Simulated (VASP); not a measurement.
# SiC30 (a cell with a defect) in VASP: notebook, part 2 of 2

VASP 6.6.1. Earlier steps stand in the parts before.

### Step 4. Single point, PBE+D3(BJ)

The input, INCAR:

```
SYSTEM = SiC30
PREC = Accurate
ENCUT = 520
EDIFF = 1E-6
ISMEAR = 0
SIGMA = 0.1
LREAL = Auto
LASPH = .True.
NELM = 80
ALGO = Normal
ISIF = 2
LWAVE = .False.
LCHARG = .False.
GGA = PE
IVDW = 12
NBANDS = 83
```

The input, KPOINTS:

```
Automatic mesh
0
Gamma
  4 4 4
  0.5 0.5 0.5
```

The input, POSCAR:

```
SiC30
1.0
    4.9310759918      4.2682922365      0.0000000000
   -4.9310759918      4.2682922365      0.0000000000
    0.0000000000      0.0000000000      6.7989838489
Si C
1 30
Direct
    0.4440876736      0.6940876740      0.7500000167
    0.8927586472      0.8980357916      0.7500000167
    0.4181838998      0.4039985576      0.7500000167
    0.7884679382      0.5227208675      0.7500000167
    0.1539985572      0.6681839002      0.7500000167
    0.2727208956      0.0384679655      0.7500000167
    0.6480358197      0.1427586745      0.7500000167
    0.0292315902      0.2792315906      0.7500000167
    0.3801011926      0.6301011930      0.2500000056
    0.7555085797      0.7552216240      0.2500000056
    0.2550567504      0.2551374630      0.2500000056
    0.6302472040      0.3801407360      0.2500000056
    1.0051374357      0.5050567223      0.2500000056
    0.1301407355      0.8802472044      0.2500000056
    0.5052216236      1.0055085801      0.2500000056
    0.8801957277      0.1301957265      0.2500000056
    0.2128761151      0.4628761155      0.2500000056
    0.5886590237      0.5881844822      0.2500000056
    0.0882613359      0.0882392312      0.2500000056
    0.4632203349      0.2133945358      0.2500000056
    0.8382392039      0.3382613078      0.2500000056
    0.9633945086      0.7132203068      0.2500000056
    0.3381844818      0.8386590241      0.2500000056
    0.7133923361      0.9633923365      0.2500000056
    0.7351819022      0.7209259872      0.7500000167
    0.2412780632      0.2465732564      0.7500000167
    0.6165313146      0.3506627694      0.7500000167
   -0.0034267440      0.4912780636      0.7500000167
    0.1006627690      0.8665313150      0.7500000167
    0.4709260154     -0.0148180705      0.7500000167
    0.8601803457      0.1101803444      0.7500000167
```

On the command line:

```sh
$ cat potpaw_PBE.64/Si/POTCAR potpaw_PBE.64/C/POTCAR > POTCAR
$ mpirun -np 1 vasp_std > vasp.out
```

Run time: 3.3 min. Hardware: 1 thread of Intel Xeon 6975P-C (Granite Rapids), shared host; peak memory 0.45 GiB.

The run converged. Its results:

- Free energy: -281.8921 eV
- Pressure: 2.8 GPa
- Largest force: 0.055 eV/Å
- Band gap on the k mesh: zero (filled and empty bands touch)
- Dispersion energy per atom: -0.159 eV

Forces in eV/Å, atoms in the order of the input:
```
Si   0.000 -0.001  0.000
C   -0.012 -0.010  0.000
C   -0.052  0.007  0.000
C    0.011 -0.014  0.000
C    0.052  0.007  0.000
C   -0.011 -0.014  0.000
C    0.012 -0.010  0.000
C    0.000 -0.001  0.000
C    0.000  0.007  0.000
C   -0.006 -0.002  0.000
C    0.003  0.001  0.000
C    0.002  0.001  0.000
C   -0.003  0.001  0.000
C   -0.002  0.001  0.000
C    0.006 -0.002  0.000
C    0.000 -0.003  0.000
C    0.000  0.010  0.000
C   -0.007  0.009  0.000
C    0.003  0.005  0.000
C   -0.001  0.000  0.000
C   -0.003  0.005  0.000
C    0.001  0.000  0.000
C    0.007  0.009  0.000
C    0.000 -0.008  0.000
C   -0.054 -0.010  0.000
C   -0.013  0.002  0.000
C    0.011  0.013  0.000
C    0.013  0.002  0.000
C   -0.011  0.013  0.000
C    0.054 -0.010  0.000
C    0.000 -0.007  0.000
```

Stress tensor (GPa, compression positive):
```
16.33  0.00  0.00
 0.00 -7.29  0.00
 0.00  0.00 -0.67
```

Levels at points of the mesh, in eV from the Fermi level:
| k point | band 60 | band 61 | band 62 | band 63 | band 64 | band 65 |
| --- | --- | --- | --- | --- | --- | --- |
| (0.12, 0.12, 0.12) | -1.53 | -1.40 | 0.00 | 0.12 | 2.47 | 2.69 |

### Step 5. Single point, PBE+D3(BJ)

The input, INCAR:

```
SYSTEM = SiC30
PREC = Accurate ; ENCUT = 520
EDIFF = 1E-6 ; ISMEAR = 0
SIGMA = 0.1 ; LREAL = Auto
LASPH = .True. ; NELM = 80
ALGO = Normal ; ISIF = 2
LWAVE = .False. ; LCHARG = .False.
GGA = PE ; IVDW = 12
NBANDS = 83
```

KPOINTS is that of step 4.

The input, POSCAR:

```
SiC30
1.0
    4.9310759918      4.2682922365      0.0000000000
   -4.9310759918      4.2682922365      0.0000000000
    0.0000000000      0.0000000000      6.7989838489
Si C
1 30
Direct
    0.5373119605      0.7873119609      0.7500000167
    0.9849738963      0.9902755789      0.7500000167
    0.5106065944      0.4963596024      0.7500000167
    0.8808841464      0.6150054615      0.7500000167
    0.2463596020      0.7606065948      0.7500000167
    0.3650054896      0.1308841737      0.7500000167
    0.7402754899      0.2349738064      0.7500000167
    0.1213711341      0.3713711345      0.7500000167
    0.3021851359      0.5521851363      0.2500000056
    0.6773942850      0.6770178966      0.2500000056
    0.1773408221      0.1772984378      0.2500000056
    0.5523303846      0.3021778819      0.2500000056
    0.9272984106      0.4273407940      0.2500000056
    0.0521779987      0.8023305021      0.2500000056
    0.4270178962      0.9273942855      0.2500000056
    0.8026018139      0.0526018127      0.2500000056
    0.1353601013      0.3853601017      0.2500000056
    0.5103731974      0.5101180807      0.2500000056
    0.0104224826      0.0104608110      0.2500000056
    0.3853433850      0.1354494466      0.2500000056
    0.7604607837      0.2604224545      0.2500000056
    0.8854494193      0.6353433569      0.2500000056
    0.2601180803      0.7603731979      0.2500000056
    0.6354984193      0.8854984197      0.2500000056
    0.8275468423      0.8133499408      0.7500000167
    0.3334981315      0.3387939331      0.7500000167
    0.7088396218      0.4430580759      0.7500000167
    0.0887939327      0.5834981319      0.7500000167
    0.1930580755      0.9588396222      0.7500000167
    0.5633499689      0.0775468696      0.7500000167
    0.9523161410      0.2023161398      0.7500000167
```

On the command line:

```sh
$ cat potpaw_PBE.64/Si/POTCAR potpaw_PBE.64/C/POTCAR > POTCAR
$ mpirun -np 1 vasp_std > vasp.out
```

Run time: 10 min. Hardware: 1 thread of Oxide Virtual Turin-like, shared host; peak memory 0.41 GiB.

Results (log left out):

- Free energy: -281.8743 eV
- Pressure: 2.8 GPa
- Largest force: 0.056 eV/Å
- Band gap on the k mesh: zero (filled and empty bands touch)
- Dispersion energy per atom: -0.159 eV

Forces on the atoms (eV/Å):
```
Si   0.000  0.017  0.000
C   -0.015 -0.002  0.000
C   -0.040  0.026  0.000
C    0.017 -0.003  0.000
C    0.040  0.026  0.000
C   -0.017 -0.003  0.000
C    0.015 -0.002  0.000
C    0.000  0.007  0.000
C    0.000 -0.006  0.000
C   -0.010 -0.012  0.000
C    0.009 -0.005  0.000
C    0.010 -0.010  0.000
C   -0.009 -0.005  0.000
C   -0.010 -0.010  0.000
C    0.010 -0.012  0.000
C    0.000 -0.020  0.000
C    0.000  0.010  0.000
C   -0.013 -0.013  0.000
C    0.004 -0.018  0.000
C   -0.012  0.000  0.000
C   -0.004 -0.018  0.000
C    0.012  0.000  0.000
C    0.013 -0.013  0.000
C    0.000  0.005  0.000
C   -0.056 -0.002  0.000
C   -0.010  0.004  0.000
C    0.004  0.024  0.000
C    0.010  0.004  0.000
C   -0.004  0.024  0.000
C    0.056 -0.002  0.000
C    0.000  0.011  0.000
```

Stress tensor (GPa, compression positive):
```
16.38  0.00  0.00
 0.00 -7.42  0.00
 0.00  0.00 -0.58
```

Levels at points of the mesh, in eV from the Fermi level:
```csv
k point,band 59,band 60,band 61,band 62,band 63,band 64,band 65,band 66
"(0.12, 0.12, 0.12)",-2.17,-1.55,-1.34,0.00,0.11,2.34,2.63,2.72
```

### Step 6. Single point, PBE+D3(BJ)

The input, INCAR:

```
SYSTEM = SiC30
ALGO     = Normal         ! electronic algorithm
EDIFF    = 1E-6           ! SCF threshold, eV
ENCUT    = 520            ! plane-wave cutoff, eV
GGA      = PE             ! functional
ISIF     = 2              ! what is computed and relaxed
ISMEAR   = 0              ! smearing method
IVDW     = 12             ! dispersion correction
LASPH    = .True.         ! aspherical terms in the spheres
LCHARG   = .False.        ! write CHGCAR
LREAL    = Auto         
LWAVE    = .False.        ! write WAVECAR
NBANDS   = 83             ! bands
NELM     = 60             ! most SCF steps
PREC     = Accurate       ! precision mode
SIGMA    = 0.1            ! smearing width, eV
```

KPOINTS is that of step 5.

The input, POSCAR:

```
SiC30
1.0
    4.9310759918      4.2682922365      0.0000000000
   -4.9310759918      4.2682922365      0.0000000000
    0.0000000000      0.0000000000      6.7989838489
Si C
1 30
Direct
    0.5186685557      0.7686685561      0.7500000167
    0.9665365243      0.9718288784      0.7500000167
    0.4921317984      0.4778868344      0.7500000167
    0.8624062267      0.5965421430      0.7500000167
    0.2278868340      0.7421317989      0.7500000167
    0.3465421712      0.1124062540      0.7500000167
    0.7218287894      0.2165364345      0.7500000167
    0.1029372979      0.3529372983      0.7500000167
    0.3177575232      0.5677575237      0.2500000056
    0.6929981631      0.6927014733      0.2500000056
    0.1929133001      0.1928660488      0.2500000056
    0.5678980818      0.3177636280      0.2500000056
    0.9428661386      0.4429133892      0.2500000056
    0.0677636276      0.8178980822      0.2500000056
    0.4427014729      0.9429981635      0.2500000056
    0.8180951298      0.0680951286      0.2500000056
    0.1508892629      0.4008892633      0.2500000056
    0.5259884931      0.5257504112      0.2500000056
    0.0259912278      0.0259871719      0.2500000056
    0.4009349630      0.1510452833      0.2500000056
    0.7759871446      0.2759911997      0.2500000056
    0.9010452560      0.6509349349      0.2500000056
    0.2757504108      0.7759884935      0.2500000056
    0.6510913067      0.9010913071      0.2500000056
    0.8090801034      0.7948562301      0.7500000167
    0.3150458409      0.3203408313      0.7500000167
    0.6903843333      0.4245784519      0.7500000167
    0.0703408309      0.5650458413      0.7500000167
    0.1745784515      0.9403843337      0.7500000167
    0.5448562582      0.0590801307      0.7500000167
    0.9338858191      0.1838858178      0.7500000167
```

Potentials or basis: VASP PAW PBE potentials, release 64 (Si, C).

On the command line:

```sh
$ cat potpaw_PBE.64/Si/POTCAR potpaw_PBE.64/C/POTCAR > POTCAR
$ mpirun -np 1 vasp_std > vasp.out
```

It took 11 min on 1 thread of Oxide Virtual Turin-like, shared host; peak memory 0.41 GiB.

Results (log left out):

```yaml
Free_energy: -281.8355 eV
Pressure: 2.9 GPa
Largest_force: 0.054 eV/Å
Band_gap_on_the_k_mesh: zero (filled and empty bands touch)
Dispersion_energy_per_atom: -0.159 eV
```

Forces on the atoms (eV/Å):
```
Si   0.000  0.016  0.000
C   -0.019 -0.005  0.000
C   -0.035  0.030  0.000
C    0.022 -0.009  0.000
C    0.035  0.030  0.000
C   -0.022 -0.009  0.000
C    0.019 -0.005  0.000
C    0.000  0.011  0.000
C    0.000 -0.018  0.000
C   -0.019 -0.005  0.000
C    0.014  0.000  0.000
C    0.016 -0.025  0.000
C   -0.014  0.000  0.000
C   -0.016 -0.025  0.000
C    0.019 -0.005  0.000
C    0.000 -0.041  0.000
C    0.000  0.023  0.000
C   -0.021 -0.012  0.000
C    0.011 -0.014  0.000
C   -0.019  0.009  0.000
C   -0.011 -0.014  0.000
C    0.019  0.009  0.000
C    0.021 -0.012  0.000
C    0.000  0.009  0.000
C   -0.053 -0.009  0.000
C   -0.010  0.005  0.000
C    0.005  0.028  0.000
C    0.010  0.005  0.000
C   -0.005  0.028  0.000
C    0.053 -0.009  0.000
C    0.000  0.013  0.000
```

Stress tensor (GPa, compression positive):
```
16.43  0.00  0.00
 0.00 -7.54  0.00
 0.00  0.00 -0.33
```

Levels at points of the mesh, in eV from the Fermi level:
```tsv
k point	band 60	band 61	band 62	band 63	band 64	band 65
(0.12, 0.12, 0.12)	-1.56	-1.28	0.00	0.10	2.21	2.56
```
